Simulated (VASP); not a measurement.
Input of a VASP 6.6.1 run:

File INCAR:

```
SYSTEM = CdSe
ALGO = Normal
EDIFF = 1E-6
ENCUT = 520
ISIF = 2
ISMEAR = 0
LASPH = .TRUE.
LCHARG = .FALSE.
LREAL = .FALSE.
LWAVE = .FALSE.
NBANDS = 26
NELM = 100
PREC = Accurate
SIGMA = 0.02
```

Contents of KPOINTS:

```
k-points
0
G
  9 9 4
  0 0 0
```

Contents of POSCAR:

```
CdSe
1.0
    4.2475478501      0.0000000000      0.0000000000
   -2.1237739251      3.6784843420      0.0000000000
    0.0000000000      0.0000000000      6.9414465266
Cd Se
2 2
Direct
    0.6666666667      0.3333333333      0.5002594604
    0.3333333333      0.6666666667      1.0002594604
    0.6666666667      0.3333333333      0.8756005396
    0.3333333333      0.6666666667      0.3756005396
```

Potentials or basis: VASP PAW LDA potentials, release 64 (Cd, Se).

Launch:

```sh
$ cat potpaw_LDA.64/Cd/POTCAR potpaw_LDA.64/Se/POTCAR > POTCAR
$ mpirun -np 1 vasp_std > vasp.out
```

Problem. Estimate the pressure.

Solution. 0.5 GPa.

Problem. What does it give for the band gap on the k mesh?

Solution. 0.50 eV, direct.

Expect the measured gap to be larger: semilocal functionals such as LDA lack the derivative discontinuity.
